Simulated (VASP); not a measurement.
Nb, 1 atom in the cell. It takes space group Fm-3m (No. 225, cubic). Conventional cell: a = 4.161 Å, b = 4.161 Å, c = 4.161 Å, α = 90.00°, β = 90.00°, γ = 90.00°. Nb (site symmetry m-3m) has 12 Nb at 2.94 Å within 3.9 Å. This isn't the form of Nb at room conditions, which is bcc.

```yaml
Program: VASP 6.6.1
Task: single point
Functional: PBE
Potentials_or_basis: VASP PAW PBE potentials, release 64 (Nb_sv)
Cutoff: 520 eV
k_mesh: 44 × 44 × 44
Occupations: fermi-dirac, width 0.0612256 eV
Spin: no spin polarisation
Dipole_correction: no
Further_INCAR_settings: ALGO = Normal; EDIFF = 1e-06; NBANDS = 12
```

Potentials or basis: VASP PAW PBE potentials, release 64 (Nb_sv).

The run is started by

```console
$ cat potpaw_PBE.64/Nb_sv/POTCAR > POTCAR
$ mpirun -np 1 vasp_std > vasp.out
```

Hardware: 1 thread of Intel Xeon 8259CL, on a shared host.

**Question.** How long does it take, and how much memory?

**Answer.** Run time: 8.5 min on 1 thread of Intel Xeon 8259CL (shared host), peak memory 0.56 GiB. Counts: scf iterations 12, k points 2168.
